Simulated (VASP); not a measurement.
# BiTe (R-3m) in VASP: single point with PBEsol

Aim: the single point of BiTe with PBEsol.

Program: VASP 6.6.1. These are calculated values, not measurements. Logs are shortened: lines on timing, memory, paths and dates and some standing lists are left out, and cuts for length are marked.

### Step 1. The cell of the first run

It takes space group R-3m (No. 166, trigonal). The conventional cell has a = 4.516 Å, b = 4.516 Å, c = 10.824 Å, α = 90.00°, β = 90.00°, γ = 120.00°. Bi (site symmetry -3m) has 6 Te at 3.17 Å within 4.2 Å. Within 4.2 Å of Te (site symmetry -3m) lie 6 Bi at 3.17 Å.

### Step 2. Single point, PBEsol

Contents of INCAR:

```
SYSTEM = BiTe
PREC = Accurate ; ENCUT = 520
EDIFF = 1E-6 ; ISMEAR = 0
SIGMA = 0.15 ; LREAL = .False.
LASPH = .True. ; NELM = 60
ALGO = Fast ; ISIF = 2
LWAVE = .False. ; LCHARG = .True.
GGA = PS ; LELF = .True.
LVHAR = .True. ; NBANDS = 18
```

Contents of KPOINTS:

```
Automatic mesh
0
Gamma
  18 18 18
  0 0 0
```

Contents of POSCAR:

```
BiTe
1.0
    2.2577774477      1.3035284172      3.6080570742
   -2.2577774477      1.3035284172      3.6080570742
    0.0000000000     -2.6070568344      3.6080570742
Bi Te
1 1
Direct
    0.5000000000      0.5000000000      0.5000000000
    0.0000000000      0.0000000000      0.0000000000
```

Potentials or basis: VASP PAW PBE potentials, release 64 (Bi_d, Te).

The run is started by

```sh
$ cat potpaw_PBE.64/Bi_d/POTCAR potpaw_PBE.64/Te/POTCAR > POTCAR
$ mpirun -np 1 vasp_std > vasp.out
```

OUTCAR:

```text
SYSTEM = BiTe
   PREC = Accurate
   ENCUT = 520
   EDIFF = 1E-6
   ISMEAR = 0
   LREAL = .False.
   LASPH = .True.
   NELM = 60
   ISIF = 2
   GGA = PS

 ion  position               nearest neighbor table
   1  0.500  0.500  0.500-   2 3.17   2 3.17   2 3.17   2 3.17   2 3.17   2 3.17
   2  0.000  0.000  0.000-   1 3.17   1 3.17   1 3.17   1 3.17   1 3.17   1 3.17

  LATTYP: Found a trigonal (rhomboedric) cell.
 ALAT       =     4.4513841879
 COS(alpha) =     0.4854801913

  Lattice vectors:

 A1 = (   2.2577774477,   1.3035284172,   3.6080570742)
 A2 = (  -2.2577774477,   1.3035284172,   3.6080570742)
 A3 = (   0.0000000000,  -2.6070568344,   3.6080570742)

Analysis of symmetry for initial positions (statically):
=====================================================================
 Subroutine PRICEL returns:
 Original cell was already a primitive cell.

 Routine SETGRP: Setting up the symmetry group for a
 trigonal (rhombohedral) supercell.

 Subroutine GETGRP returns: Found 12 space group operations
 (whereof 12 operations were pure point group operations)
 out of a pool of 12 trial point group operations.

The static configuration has the point symmetry D_3d.

Analysis of symmetry for dynamics (positions and initial velocities):
=====================================================================
 Subroutine PRICEL returns:
 Original cell was already a primitive cell.

 Routine SETGRP: Setting up the symmetry group for a
 trigonal (rhombohedral) supercell.

 Subroutine GETGRP returns: Found 12 space group operations
 (whereof 12 operations were pure point group operations)
 out of a pool of 12 trial point group operations.

The dynamic configuration has the point symmetry D_3d.

 Subroutine INISYM returns: Found 12 space group operations
 (whereof 12 operations are pure point group operations),
 and found     1 'primitive' translations

----------------------------------------------------------------------------------------

                                     Primitive cell

  volume of cell :      63.7127

  direct lattice vectors                    reciprocal lattice vectors
     2.257777448  1.303528417  3.608057074     0.221456725  0.127858100  0.092385826
    -2.257777448  1.303528417  3.608057074    -0.221456725  0.127858100  0.092385826
     0.000000000 -2.607056834  3.608057074     0.000000000 -0.255716200  0.092385826

  length of vectors
     4.451384188  4.451384188  4.451384188     0.271893207  0.271893207  0.271893207

  position of ions in fractional coordinates (direct lattice)
     0.500000000  0.500000000  0.500000000
     0.000000000  0.000000000  0.000000000

  ion indices of the primitive-cell ions
   primitive index   ion index
                 1           1
                 2           2

----------------------------------------------------------------------------------------

 KPOINTS: Automatic mesh

Automatic generation of k-mesh.
 Grid dimensions read from file:
 generate k-points for:   18   18   18

 Generating k-lattice:

  Cartesian coordinates                     Fractional coordinates (reciprocal lattice)
     0.012303151  0.007103228  0.005132546     0.055555556  0.000000000  0.000000000
    -0.012303151  0.007103228  0.005132546     0.000000000  0.055555556  0.000000000
     0.000000000 -0.014206456  0.005132546     0.000000000  0.000000000  0.055555556

  Length of vectors
     0.015105178  0.015105178  0.015105178

  Shift w.r.t. Gamma in fractional coordinates (k-lattice)
     0.000000000  0.000000000  0.000000000

 Subroutine IBZKPT returns following result:
 ===========================================

 Found    580 irreducible k-points:

 Following reciprocal coordinates:
            Coordinates               Weight
  0.000000  0.000000  0.000000      1.000000
  0.055556 -0.000000  0.000000      6.000000
  0.111111 -0.000000  0.000000      6.000000
  0.166667 -0.000000 -0.000000      6.000000
  0.222222 -0.000000  0.000000      6.000000
  0.277778 -0.000000 -0.000000      6.000000
[... 16 lines left out ...]
 -0.277778  0.055556 -0.000000     12.000000
 -0.222222  0.055556 -0.000000     12.000000
 [... further k-points ...]
   k-points           NKPTS =    580   k-points in BZ     NKDIM =    580   number of bands    NBANDS=     18
   number of dos      NEDOS =    301   number of ions     NIONS =      2
   total plane-waves  NPLWV =  46656
   dimension x,y,z NGX =    36 NGY =   36 NGZ =   36
   dimension x,y,z NGXF=    72 NGYF=   72 NGZF=   72
   ions per type =               1   1
   NGX,Y,Z   is equivalent  to a cutoff of  13.44, 13.44, 13.44 a.u.
   NGXF,Y,Z  is equivalent  to a cutoff of  26.89, 26.89, 26.89 a.u.
 SYSTEM =  BiTe
   PREC   = accura    normal or accurate (medium, high low for compatibility)
   ISTART =      0    job   : 0-new  1-cont  2-samecut
   ICHARG =      2    charge: 1-file 2-atom 10-const
   ISPIN  =      1    spin polarized calculation?
   LNONCOLLINEAR =      F non collinear calculations
   LSORBIT =      F    spin-orbit coupling
   LASPH  =      T    aspherical Exc in radial PAW
   ENCUT  =  520.0 eV  38.22 Ry    6.18 a.u.   8.28  8.28  8.28*2*pi/ulx,y,z
   NELM   =     60;   NELMIN=  2; NELMDL= -5     # of ELM steps
   EDIFF  = 0.1E-05   stopping-criterion for ELM
   LREAL  =      F    real-space projection
   EDIFFG = 0.1E-04   stopping-criterion for IOM
   NSW    =      0    number of steps for IOM
   IBRION =     -1    ionic relax: 0-MD 1-quasi-New 2-CG
   NFREE  =      0    steps in history (QN), initial steepest desc. (CG)
   ISIF   =      2    stress and relaxation
   ISYM   =      2    0-nonsym 1-usesym 2-fastsym
   POTIM  = 0.5000    time-step for ionic-motion
   TEBEG  =    0.0;   TEEND  =   0.0 temperature during run
   PSTRESS=    0.0 pullay stress
   NELECT =      21.0000    total number of electrons
   NUPDOWN=      -1.0000    fix difference up-down
   EMIN   =  10.00;   EMAX   =-10.00  energy-range for DOS
   EFERMI =   0.00;   METHOD = LEGACY
   ISMEAR =     0;   SIGMA  =   0.15  broadening in eV -4-tet -1-fermi 0-gaus
   EFERMI_NEDOS =   21; number of points for ismear=-14 and -15
   IALGO  =     68    algorithm
   IMIX   =      4    mixing-type and parameters
     AMIX     =   0.40;   BMIX     =  1.00
     AMIX_MAG =   1.60;   BMIX_MAG =  1.00
  volume/ion in A,a.u.               =      31.86       214.98
  Fermi-wavevector in a.u.,A,eV,Ry     =   1.130852  2.137001 17.399493  1.278827
  Thomas-Fermi vector in A             =   2.267550
   LORBIT       =      0    0 simple, 1 ext, 2 COOP (PROOUT), +10 PAW based schemes
   GGA     = PS    functional components
   LHFCALC =     F    Hartree Fock is set to
   AEXX    =    0.0000 exact exchange contribution
   IVDW    =     0    specifies the selected vdW correction
   LEPSILON=     F    determine dielectric tensor
   LRPA    =     F    only Hartree local field effects (RPA)
 non-spin polarized calculation
 RMM-DIIS sequential band-by-band and
 Gauss-broadening in eV      SIGMA  =   0.15
  energy-cutoff  :      520.00
  volume of cell :       63.71
 maximum number of plane-waves:      1753
 NGX is ok and might be reduce to    36
   NGX = 17   NGY = 17   NGZ = 17

 number of electron      21.0000001 magnetization

 Free energy of the ion-electron system (eV)
  ---------------------------------------------------
  ext. energy  EPLUGINS =         0.00000000
  ---------------------------------------------------
  free energy    TOTEN  =        -7.98634546 eV

  energy without entropy =       -7.97118154  energy(sigma->0) =       -7.97876350

 E-fermi :   7.2439     XC(G=0):  -9.8650

 val. band max:        7.2398170873   @ k =   0.3333  -0.0000  -0.0000
 cond. band min:       7.2467873507   @ k =  -0.2778   0.4444   0.1667
 fundamental gap:      0.0069702635
 Fermi energy:         7.2439225436

 k-point     1 :       0.0000    0.0000    0.0000
  band No.  band energies     occupation
      1     -15.8414      2.00000
      2     -15.8414      2.00000
      3     -15.8338      2.00000
      4     -15.8338      2.00000
      5     -15.8312      2.00000
      6      -6.7254      2.00000
[... 10 lines left out ...]
     17      13.5262      0.00000
     18      13.5429      0.00000

 k-point     2 :       0.0556   -0.0000    0.0000
  band No.  band energies     occupation
      1     -15.8415      2.00000
      2     -15.8415      2.00000
      3     -15.8337      2.00000
      4     -15.8336      2.00000
      5     -15.8310      2.00000
      6      -6.6957      2.00000
[... 10 lines left out ...]
     17      13.7540      0.00000
     18      13.7747      0.00000

 k-point     3 :       0.1111   -0.0000    0.0000
  band No.  band energies     occupation
      1     -15.8420      2.00000
      2     -15.8419      2.00000
      3     -15.8334      2.00000
      4     -15.8331      2.00000
      5     -15.8305      2.00000
      6      -6.6067      2.00000
[... 10 lines left out ...]
     17      14.3350      0.00000
     18      14.6069      0.00000

 k-point     4 :       0.1667   -0.0000   -0.0000
  band No.  band energies     occupation
      1     -15.8427      2.00000
      2     -15.8425      2.00000
      3     -15.8330      2.00000
      4     -15.8321      2.00000
      5     -15.8295      2.00000
      6      -6.4592      2.00000
[... 375 lines left out ...]
      4     -15.8273      2.00000
      5     -15.8246      2.00000
      6      -5.5426      2.00000
[... 10 lines left out ...]
     17      16.5595      0.00000
     18      17.4521      0.00000

 k-point    23 :      -0.2778    0.0556   -0.0000
  band No.  band energies     occupation
      1     -15.8455      2.00000
      2     -15.8446      2.00000
      3     -15.8319      2.00000
      4     -15.8286      2.00000
      5     -15.8261      2.00000
      6      -5.8718      2.00000
[... 10 lines left out ...]
     17      16.3088      0.00000
     18      17.2676      0.00000

 k-point    24 :      -0.2222    0.0556   -0.0000
  band No.  band energies     occupation
      1     -15.8445      2.00000
      2     -15.8434      2.00000
      3     -15.8325      2.00000
      4     -15.8300      2.00000
      5     -15.8276      2.00000
      6      -6.1494      2.00000
[... 10 lines left out ...]
     17      15.4939      0.00000
     18      16.6850      0.00000

 [... further k-points ...]
[... 5 lines left out ...]
  --------------------------------------------------------------------------------------
  -------------------------------------------------------------------------------------
  Total        0.6133259      0.6133259      0.5601353      0.0000000     -0.0000000      0.0000000
  in kB       15.4232395     15.4232395     14.0856620      0.0000000     -0.0000000      0.0000000
  external PRESSURE =      14.9773804 kB  Pullay stress =       0.0000000 kB

 VOLUME and BASIS-vectors are now :
 -----------------------------------------------------------------------------
  energy-cutoff  :      520.00
  volume of cell :       63.71
      direct lattice vectors                 reciprocal lattice vectors
     2.257777448  1.303528417  3.608057074     0.221456725  0.127858100  0.092385826
    -2.257777448  1.303528417  3.608057074    -0.221456725  0.127858100  0.092385826
     0.000000000 -2.607056834  3.608057074     0.000000000 -0.255716200  0.092385826

 POSITION                                       TOTAL-FORCE (eV/Angst)
 -----------------------------------------------------------------------------------
      0.00000      0.00000      5.41209        -0.000000     -0.000000      0.000000
      0.00000      0.00000      0.00000         0.000000      0.000000     -0.000000
 -----------------------------------------------------------------------------------
    total drift:                               -0.000000     -0.000000      0.000000

  FREE ENERGIE OF THE ION-ELECTRON SYSTEM (eV)
  ---------------------------------------------------
  free  energy   TOTEN  =        -7.9863454620 eV

  energy  without entropy=       -7.9711815421  energy(sigma->0) =       -7.97876350
```

Run time: 18 min. Hardware: 1 thread of Oxide Virtual Turin-like, shared host; peak memory 0.7 GiB.

What came out:

| Item | Value |
| --- | --- |
| Free energy | -7.9863 eV |
| Pressure | 1.5 GPa |
| Band gap on the k mesh | zero (an odd number of electrons rules out a gap without spin polarisation) |

Levels at points of the mesh, in eV from the Fermi level:
```tsv
k point	band 7	band 8	band 9	band 10	band 11	band 12	band 13	band 14
(0.00, 0.00, 0.00)	-7.91	-2.76	-2.76	-2.55	2.23	2.31	2.31	4.46
(0.50, 0.00, 0.00)	-11.49	-2.03	-1.97	-1.54	-0.87	-0.73	-0.62	7.34
(0.50, 0.50, 0.00)	-9.97	-6.09	-4.37	-4.22	1.95	3.85	3.91	5.41
(0.50, 0.50, 0.50)	-11.43	-2.09	-2.09	-1.68	-0.99	-0.82	-0.82	7.46
```

Caveat: the PAW data sets were made with another functional, which shifts forces and pressure a little; spin-orbit coupling is left out, which moves the levels of the heavy elements; an odd number of electrons without spin polarisation forces a metal; a magnetic or distorted state may lie lower.
